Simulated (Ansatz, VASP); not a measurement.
**AlN: VASP beside Ansatz**

```
Al N
1.0
     3.30305    0.00000    0.00000
    -1.65152    2.86052    0.00000
     0.00000    0.00000    4.13472
Al N
2 2
Direct
  0.33333 0.66667 0.76641
  0.66667 0.33333 0.26641
  0.33333 0.66667 0.21840
  0.66667 0.33333 0.71840
```

Change from the starting cell: mode 4 frozen in at -0.130 Å, equal normal strain along x, y and z +0.0083.

Alike in both runs: task single point; functional LDA; k mesh 9 × 9 × 6; occupations gaussian, width 0.05 eV; no spin polarisation.

```csv
,VASP,Ansatz
version,VASP 6.6.1,Ansatz 0.2.0
potentials or method,"VASP PAW LDA potentials, release 64 (Al, N), cutoff 520 eV","scalar-relativistic, plane waves, PAW"
valence electrons in the cell,16,16
```

|  | VASP | Ansatz | Ansatz less VASP |
| --- | --- | --- | --- |
| gap on the k mesh at the Fermi level (eV) | 3.61 | 3.61 | -0.007 |
| least direct gap on the mesh (eV) | 3.61 | 3.61 | -0.007 |
| pressure (GPa) | -0.7 | -1.4 | -0.63 |
| traceless stress, the component that is largest in VASP (GPa) | 13.35 | 13.23 | -0.122 |
| rms of the force components (eV/Å) | 0.513 | 0.493 | -0.0199 |

Ansatz warns that its potentials were made for another functional, while VASP's fit it. LDA's correlation is that of Perdew and Zunger in VASP and of Perdew and Wang (1992) in Ansatz. Atom by atom the forces differ by 0.020 eV/Å (rms over components).
